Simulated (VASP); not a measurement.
# B (P6/mmm) in VASP: a series of runs

B is run at these levels: LDA; tasks: single point.

All numbers are computed with VASP 6.6.1; they aren't measurements. Logs are shortened: lines on timing, memory, paths and dates and some standing lists are left out, and cuts for length are marked.

**1. The cell of the first run**

It takes space group P6/mmm (No. 191, hexagonal). The conventional cell has a = 1.617 Å, b = 1.617 Å, c = 3.635 Å, α = 90.00°, β = 90.00°, γ = 120.00°. Within 2.2 Å of B (site symmetry 6/mmm) lie 6 B at 1.62 Å.

**2. Single point, LDA (strain -0.050 along x and y, +0.000 along z)**

The input, INCAR:

```
SYSTEM = B
PREC     = Accurate       ! precision mode
ENCUT    = 520            ! plane-wave cutoff, eV
EDIFF    = 1E-7           ! SCF threshold, eV
ISMEAR   = 0              ! smearing method
SIGMA    = 0.15           ! smearing width, eV
LREAL    = .False.        ! projectors in reciprocal space
LASPH    = .True.         ! aspherical terms in the spheres
NELM     = 60             ! most SCF steps
ALGO     = Normal         ! electronic algorithm
ISIF     = 2              ! what is computed and relaxed
LWAVE    = .False.        ! write WAVECAR
LCHARG   = .True.         ! write CHGCAR
LELF     = .True.         ! ELF
LVHAR    = .True.       
NBANDS   = 8              ! bands
```

The input, KPOINTS:

```
regular mesh
0
Gamma
  33 33 14
  0 0 0
```

The input, POSCAR:

```
B
1.0
    1.6173118970      0.0000000000      0.0000000000
   -0.8086559485      1.4006331887      0.0000000000
    0.0000000000      0.0000000000      3.6354228500
B
1
Direct
    0.0000000000      0.0000000000      0.0000000000
```

Potentials or basis: VASP PAW LDA potentials, release 64 (B).

Started as:

```sh
$ cat potpaw_LDA.64/B/POTCAR > POTCAR
$ mpirun -np 1 vasp_std > vasp.out
```

OUTCAR:

```text
SYSTEM = B
   PREC = Accurate
   ENCUT = 520
   EDIFF = 1E-7
   ISMEAR = 0
   LREAL = .False.
   LASPH = .True.
   NELM = 60
   ISIF = 2

 ion  position               nearest neighbor table
   1  0.000  0.000  0.000-

  LATTYP: Found a hexagonal cell.
 ALAT       =     1.6173118970
 C/A-ratio  =     2.2478180348

  Lattice vectors:

 A1 = (   1.6173118970,   0.0000000000,   0.0000000000)
 A2 = (  -0.8086559485,   1.4006331887,   0.0000000000)
 A3 = (   0.0000000000,   0.0000000000,   3.6354228500)

Analysis of symmetry for initial positions (statically):
=====================================================================
 Subroutine PRICEL returns:
 Original cell was already a primitive cell.

 Routine SETGRP: Setting up the symmetry group for a
 hexagonal supercell.

 Subroutine GETGRP returns: Found 24 space group operations
 (whereof 24 operations were pure point group operations)
 out of a pool of 24 trial point group operations.

The static configuration has the point symmetry D_6h.

Analysis of symmetry for dynamics (positions and initial velocities):
=====================================================================
 Subroutine PRICEL returns:
 Original cell was already a primitive cell.

 Routine SETGRP: Setting up the symmetry group for a
 hexagonal supercell.

 Subroutine GETGRP returns: Found 24 space group operations
 (whereof 24 operations were pure point group operations)
 out of a pool of 24 trial point group operations.

The dynamic configuration has the point symmetry D_6h.

 Subroutine INISYM returns: Found 24 space group operations
 (whereof 24 operations are pure point group operations),
 and found     1 'primitive' translations

----------------------------------------------------------------------------------------

                                     Primitive cell

  volume of cell :       8.2352

  direct lattice vectors                    reciprocal lattice vectors
     1.617311897  0.000000000  0.000000000     0.618309926  0.356981402  0.000000000
    -0.808655948  1.400633189  0.000000000     0.000000000  0.713962805  0.000000000
     0.000000000  0.000000000  3.635422850     0.000000000  0.000000000  0.275071165

  length of vectors
     1.617311897  1.617311897  3.635422850     0.713962805  0.713962805  0.275071165

  position of ions in fractional coordinates (direct lattice)
     0.000000000  0.000000000  0.000000000

  ion indices of the primitive-cell ions
   primitive index   ion index
                 1           1

----------------------------------------------------------------------------------------

 KPOINTS: regular mesh

Automatic generation of k-mesh.
 Grid dimensions read from file:
 generate k-points for:   33   33   14

 Generating k-lattice:

  Cartesian coordinates                     Fractional coordinates (reciprocal lattice)
     0.018736664  0.010817618  0.000000000     0.030303030  0.000000000  0.000000000
     0.000000000  0.021635237  0.000000000     0.000000000  0.030303030  0.000000000
     0.000000000  0.000000000  0.019647940     0.000000000  0.000000000  0.071428571

  Length of vectors
     0.021635237  0.021635237  0.019647940

  Shift w.r.t. Gamma in fractional coordinates (k-lattice)
     0.000000000  0.000000000  0.000000000

 Subroutine IBZKPT returns following result:
 ===========================================

 Found    864 irreducible k-points:

 Following reciprocal coordinates:
            Coordinates               Weight
  0.000000  0.000000  0.000000      1.000000
  0.030303  0.000000  0.000000      6.000000
  0.060606  0.000000  0.000000      6.000000
  0.090909 -0.000000  0.000000      6.000000
  0.121212  0.000000  0.000000      6.000000
  0.151515 -0.000000  0.000000      6.000000
[... 16 lines left out ...]
  0.181818  0.030303  0.000000     12.000000
  0.212121  0.030303  0.000000     12.000000
 [... further k-points ...]
   k-points           NKPTS =    864   k-points in BZ     NKDIM =    864   number of bands    NBANDS=      8
   number of dos      NEDOS =    301   number of ions     NIONS =      1
   total plane-waves  NPLWV =   4032
   dimension x,y,z NGX =    12 NGY =   12 NGZ =   28
   dimension x,y,z NGXF=    24 NGYF=   24 NGZF=   56
   ions per type =               1
   NGX,Y,Z   is equivalent  to a cutoff of  12.33, 12.33, 12.80 a.u.
   NGXF,Y,Z  is equivalent  to a cutoff of  24.67, 24.67, 25.61 a.u.
 SYSTEM =  B
   PREC   = accura    normal or accurate (medium, high low for compatibility)
   ISTART =      0    job   : 0-new  1-cont  2-samecut
   ICHARG =      2    charge: 1-file 2-atom 10-const
   ISPIN  =      1    spin polarized calculation?
   LNONCOLLINEAR =      F non collinear calculations
   LSORBIT =      F    spin-orbit coupling
   LASPH  =      T    aspherical Exc in radial PAW
   ENCUT  =  520.0 eV  38.22 Ry    6.18 a.u.   3.01  3.01  6.76*2*pi/ulx,y,z
   NELM   =     60;   NELMIN=  2; NELMDL= -5     # of ELM steps
   EDIFF  = 0.1E-06   stopping-criterion for ELM
   LREAL  =      F    real-space projection
   EDIFFG = 0.1E-05   stopping-criterion for IOM
   NSW    =      0    number of steps for IOM
   IBRION =     -1    ionic relax: 0-MD 1-quasi-New 2-CG
   NFREE  =      0    steps in history (QN), initial steepest desc. (CG)
   ISIF   =      2    stress and relaxation
   ISYM   =      2    0-nonsym 1-usesym 2-fastsym
   POTIM  = 0.5000    time-step for ionic-motion
   TEBEG  =    0.0;   TEEND  =   0.0 temperature during run
   PSTRESS=    0.0 pullay stress
   NELECT =       3.0000    total number of electrons
   NUPDOWN=      -1.0000    fix difference up-down
   EMIN   =  10.00;   EMAX   =-10.00  energy-range for DOS
   EFERMI =   0.00;   METHOD = LEGACY
   ISMEAR =     0;   SIGMA  =   0.15  broadening in eV -4-tet -1-fermi 0-gaus
   EFERMI_NEDOS =   21; number of points for ismear=-14 and -15
   IALGO  =     38    algorithm
   IMIX   =      4    mixing-type and parameters
     AMIX     =   0.40;   BMIX     =  1.00
     AMIX_MAG =   1.60;   BMIX_MAG =  1.00
  volume/ion in A,a.u.               =       8.24        55.57
  Fermi-wavevector in a.u.,A,eV,Ry     =   1.169206  2.209478 18.599731  1.367042
  Thomas-Fermi vector in A             =   2.305682
   LORBIT       =      0    0 simple, 1 ext, 2 COOP (PROOUT), +10 PAW based schemes
   GGA     = CA    functional components
   LHFCALC =     F    Hartree Fock is set to
   AEXX    =    0.0000 exact exchange contribution
   IVDW    =     0    specifies the selected vdW correction
   LEPSILON=     F    determine dielectric tensor
   LRPA    =     F    only Hartree local field effects (RPA)
 non-spin polarized calculation
 Gauss-broadening in eV      SIGMA  =   0.15
  energy-cutoff  :      520.00
  volume of cell :        8.24
 maximum number of plane-waves:       237
 NGX is ok and might be reduce to    12
   NGX =  5   NGY =  5   NGZ = 13

 number of electron       3.0000000 magnetization

 Free energy of the ion-electron system (eV)
  ---------------------------------------------------
  ext. energy  EPLUGINS =         0.00000000
  ---------------------------------------------------
  free energy    TOTEN  =        -6.63481944 eV

  energy without entropy =       -6.63227372  energy(sigma->0) =       -6.63354658

 E-fermi :   6.2698     XC(G=0): -10.5916

 val. band max:        6.2612898095   @ k =   0.3030   0.2727   0.1429
 cond. band min:       6.2715185768   @ k =   0.3030   0.2727   0.2143
 fundamental gap:      0.0102287673
 Fermi energy:         6.2697760362

 k-point     1 :       0.0000    0.0000    0.0000
  band No.  band energies     occupation
      1     -12.0036      2.00000
      2      -1.7818      2.00000
      3       7.7345      0.00000
      4      31.3443      0.00000
      5      34.4371      0.00000
      6      34.4371      0.00000
      7      37.3889      0.00000
      8      57.2801      0.00000

 k-point     2 :       0.0303    0.0000    0.0000
  band No.  band energies     occupation
      1     -11.9596      2.00000
      2      -1.7142      2.00000
      3       7.7923      0.00000
      4      31.4018      0.00000
      5      34.0573      0.00000
      6      34.2738      0.00000
      7      37.6637      0.00000
      8      55.7709      0.00000

 k-point     3 :       0.0606    0.0000    0.0000
  band No.  band energies     occupation
      1     -11.8276      2.00000
      2      -1.5119      2.00000
      3       7.9655      0.00000
      4      31.5727      0.00000
      5      33.1343      0.00000
      6      33.8096      0.00000
      7      38.2522      0.00000
      8      53.5079      0.00000

 k-point     4 :       0.0909   -0.0000    0.0000
  band No.  band energies     occupation
      1     -11.6082      2.00000
      2      -1.1750      2.00000
      3       8.2535      0.00000
      4      31.8531      0.00000
      5      31.8851      0.00000
      6      33.1097      0.00000
      7      38.8894      0.00000
      8      51.5866      0.00000

 k-point     5 :       0.1212    0.0000    0.0000
  band No.  band energies     occupation
      1     -11.3020      2.00000
      2      -0.7041      2.00000
      3       8.6549      0.00000
      4      30.3761      0.00000
      5      32.2348      0.00000
      6      32.2523      0.00000
      7      39.4589      0.00000
      8      50.2181      0.00000
[... 177 lines left out ...]
 k-point    22 :       0.1515    0.0303    0.0000
  band No.  band energies     occupation
      1     -10.6504      2.00000
      2       0.3021      2.00000
      3       9.5059      0.00000
      4      27.7043      0.00000
      5      30.5172      0.00000
      6      32.9978      0.00000
      7      40.3122      0.00000
      8      49.2179      0.00000

 k-point    23 :       0.1818    0.0303    0.0000
  band No.  band energies     occupation
      1     -10.1343      2.00000
      2       1.1036      2.00000
      3      10.1711      0.00000
      4      25.7315      0.00000
      5      29.5693      0.00000
      6      33.5271      0.00000
      7      40.6674      0.00000
      8      48.5386      0.00000

 k-point    24 :       0.2121    0.0303    0.0000
  band No.  band energies     occupation
      1      -9.5392      2.00000
      2       2.0346      2.00000
      3      10.9187      0.00000
      4      23.7106      0.00000
      5      28.6603      0.00000
      6      33.9937      0.00000
      7      40.9955      0.00000
      8      45.6019      0.00000

 [... further k-points ...]
[... 5 lines left out ...]
  --------------------------------------------------------------------------------------
  -------------------------------------------------------------------------------------
  Total        2.5046089      2.5046089     -0.0996539      0.0000000     -0.0000000      0.0000000
  in kB      487.2786363    487.2786364    -19.3879411      0.0000000     -0.0000000      0.0000000
  external PRESSURE =     318.3897772 kB  Pullay stress =       0.0000000 kB

 VOLUME and BASIS-vectors are now :
 -----------------------------------------------------------------------------
  energy-cutoff  :      520.00
  volume of cell :        8.24
      direct lattice vectors                 reciprocal lattice vectors
     1.617311897  0.000000000  0.000000000     0.618309926  0.356981402  0.000000000
    -0.808655948  1.400633189  0.000000000     0.000000000  0.713962805  0.000000000
     0.000000000  0.000000000  3.635422850     0.000000000  0.000000000  0.275071165

 POSITION                                       TOTAL-FORCE (eV/Angst)
 -----------------------------------------------------------------------------------
      0.00000      0.00000      0.00000         0.000000      0.000000      0.000000
 -----------------------------------------------------------------------------------
    total drift:                               -0.000000      0.000000     -0.000000

  FREE ENERGIE OF THE ION-ELECTRON SYSTEM (eV)
  ---------------------------------------------------
  free  energy   TOTEN  =        -6.6348194415 eV

  energy  without entropy=       -6.6322737179  energy(sigma->0) =       -6.63354658
```

It took 16 s on 1 thread of Intel Xeon 6975P-C (Granite Rapids), shared host; peak memory 0.15 GiB.

What came out:

| Property | Result |
| --- | --- |
| Free energy | -6.6348 eV |
| Pressure | 31.8 GPa |

Stress tensor (GPa, compression positive):
```
48.73  0.00  0.00
 0.00 48.73  0.00
 0.00  0.00 -1.94
```

Levels at points of the mesh, in eV from the Fermi level:
```
           k point  band 1  band 2  band 3  band 4  band 5  band 6
(0.00, 0.00, 0.00)  -18.27   -8.05    1.46   25.07   28.17   28.17
(0.00, 0.00, 0.50)  -17.97   -9.83    7.88   12.88   28.17   28.17
```

Caveat: the cell differs from its parent crystal (strain -0.050 along x and y, +0.000 along z).

(Continued in part 2 of 2.)
